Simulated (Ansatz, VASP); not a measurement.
# Two plane-wave programs on TiSbSe3

```
CELL_PARAMETERS angstrom
4.95818 0.00000 0.00000
0.00000 4.95818 0.00000
0.00000 0.00000 4.95818
ATOMIC_POSITIONS crystal
Ti 0.50000 0.50000 0.50000
Sb 0.00000 0.00000 0.00000
Se 0.00000 0.50000 0.50000
Se 0.50000 0.50000 0.00000
Se 0.50000 0.00000 0.50000
```

Change from the starting cell: species swapped into the ErRh3C type (Pm-3m, No. 221).

Alike in both runs: functional PBE; k mesh 8 × 8 × 8; occupations gaussian, width 0.1 eV; collinear spin.

Ansatz relaxed the structure, and its values are those at the end. VASP's run is a single point on that final structure, the one shown.

|  | VASP | Ansatz |
| --- | --- | --- |
| version | VASP 6.6.1 | Ansatz 0.2.0 |
| potentials or method | VASP PAW PBE potentials, release 64 (Ti_sv, Sb, Se), cutoff 520 eV | scalar-relativistic, plane waves, PAW |
| valence electrons in the cell | 35 | 75 |

```tsv
	VASP	Ansatz	Ansatz less VASP
gap on the k mesh at the Fermi level (eV)	none	none	-
pressure (GPa)	0.0	0.0	-0.01
net moment per atom (μB)	0.00	0.00	0.000
```

A gap of «none» marks a metal or a gap that the smearing closes. VASP's potentials hold 35 valence electrons a cell and Ansatz's 75, so a difference there can come from the potentials and not from the codes. Ansatz's warnings: seeded moment not kept.

Spin-orbit coupling is off throughout.
